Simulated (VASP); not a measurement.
Here is a VASP 6.6.1 calculation.

File INCAR:

```
PREC = Accurate
ENCUT = 600
EDIFF = 1E-6
ISMEAR = 0
SIGMA = 0.02
LREAL = F
LASPH = T
NELM = 80
ALGO = Normal
ISIF = 4
LWAVE = F
LCHARG = F
GGA = PE
IBRION = 2
NSW = 50
EDIFFG = -0.01
```

File KPOINTS:

```
regular mesh
0
Gamma
  8 8 8
```

File POSCAR:

```
SrTiO3
1.0
   -2.6873721447      2.6873721447      3.8367784035
    2.6873721447     -2.6873721447      3.8367784035
    2.6873721447      2.6873721447     -3.8367784035
Sr Ti O
2 2 6
Direct
    0.7500000000      0.2500000000      0.5000000000
    0.2500000000      0.7500000000      0.5000000000
    0.0000000000      0.0000000000      0.0000000000
    0.5000000000      0.5000000000      0.0000000000
    0.2500000000      0.2500000000      0.0000000000
    0.7500000000      0.7500000000      0.0000000000
    0.7207675309      0.2207675309      0.9415350617
    0.2207675309      0.2792324691      0.5000000000
    0.2792324691      0.7792324691      0.0584649383
    0.7792324691      0.7207675309      0.5000000000
```

Potentials or basis: VASP PAW PBE potentials, release 64 (Sr_sv, Ti_sv, O).

Command:

```sh
$ cat potpaw_PBE.64/Sr_sv/POTCAR potpaw_PBE.64/Ti_sv/POTCAR potpaw_PBE.64/O/POTCAR > POTCAR
$ mpirun -np 1 vasp_std > vasp.out
```

Predict the band gap on the k mesh.

2.17 eV (least direct gap 2.18 eV).

Forces in eV/Å, atoms in the order of the input:
```
Sr   0.000  0.000  0.000
Sr   0.000  0.000  0.000
Ti   0.000  0.000  0.000
Ti   0.000  0.000  0.000
O    0.000  0.000  0.000
O    0.000  0.000  0.000
O   -0.005 -0.005  0.000
O    0.005 -0.005  0.000
O    0.005  0.005  0.000
O   -0.005  0.005  0.000
```

A k mesh can miss the band edges.
